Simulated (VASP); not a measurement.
BiTe, 2 atoms in the cell. The structure is trigonal, space group R-3m (No. 166). Conventional cell: a = 4.940 Å, b = 4.940 Å, c = 10.147 Å, α = 90.00°, β = 90.00°, γ = 120.00°. Bi (site symmetry -3m) has 6 Te at 3.32 Å within 4.4 Å. Within 4.4 Å of Te (site symmetry -3m) lie 6 Bi at 3.32 Å. 

```yaml
Program: VASP 6.6.1
Task: single point
Functional: PBE0
Potentials_or_basis: VASP PAW PBE potentials, release 64 (Bi_d, Te)
Cutoff: 520 eV
k_mesh: 4 × 4 × 4
Occupations: fermi-dirac, width 0.05 eV
Spin: no spin polarisation
Dipole_correction: no
Grid_for_exact_exchange_PRECFOCK: Normal
Further_INCAR_settings: ALGO = Normal; EDIFF = 1e-06; NBANDS = 18
```

Potentials or basis: VASP PAW PBE potentials, release 64 (Bi_d, Te).

Command:

```bash
$ cat potpaw_PBE.64/Bi_d/POTCAR potpaw_PBE.64/Te/POTCAR > POTCAR
$ cp INCAR.step1 INCAR
$ mpirun -np 1 vasp_std > vasp.out
$ cp INCAR.step2 INCAR
$ mpirun -np 1 vasp_std > vasp.out
```

Hardware: 1 thread of Intel(R) Xeon(R) Platinum 8259CL CPU @ 2.50GHz (Skylake/Cascade Lake), on a shared host.

Q: Estimate the wall time of this run.

A: It took 23 min on 1 thread of Intel(R) Xeon(R) Platinum 8259CL CPU @ 2.50GHz (Skylake/Cascade Lake) (shared host), peak memory 0.23 GiB. Counts: k points 13.
